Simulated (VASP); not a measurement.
Write the native input for VASP 6.6.1 that does the following.

```
Task                   : single point
Functional             : PBEsol
Potentials or basis    : VASP PAW PBE potentials, release 64 (Be)
Cutoff                 : 520 eV
k mesh                 : 17 × 17 × 17
Occupations            : methfessel-paxton, width 0.1 eV
Spin                   : no spin polarisation
Dipole correction      : no
Further INCAR settings : ALGO = Normal; EDIFF = 1e-06; NBANDS = 7
```

The structure of Be lies in POSCAR:

```
Be
1.0
   -1.2531210000      1.2531210000      1.2531210000
    1.2531210000     -1.2531210000      1.2531210000
    1.2531210000      1.2531210000     -1.2531210000
Be
1
Direct
    0.0000000000      0.0000000000      0.0000000000
```

These files were run (other wordings do the same):

INCAR

```
  PREC = Accurate
  ENCUT = 520
  EDIFF = 1E-6
  ISMEAR = 1
  SIGMA = 0.1
  LREAL = F
  LASPH = T
  NELM = 100
  ALGO = Normal
  ISIF = 2
  LWAVE = F
  LCHARG = F
  GGA = PS
  NBANDS = 7
```

KPOINTS

```
regular mesh
0
Gamma
  17 17 17
```

Potentials or basis: VASP PAW PBE potentials, release 64 (Be).

Command:

```bash
$ cat potpaw_PBE.64/Be/POTCAR > POTCAR
$ mpirun -np 1 vasp_std > vasp.out
```

Results of the run:

| Item | Value |
| --- | --- |
| Pressure | -1.5 GPa |
| Band gap on the k mesh | zero (band 1 reaches 11.13 eV, above the bottom of band 2 at 6.63 eV) |

Caveat: the PAW data sets were made with another functional, which shifts forces and pressure a little.

It took 4.1 s on 1 thread of Intel Xeon 6975P-C, on a shared host, peak memory 0.11 GiB.
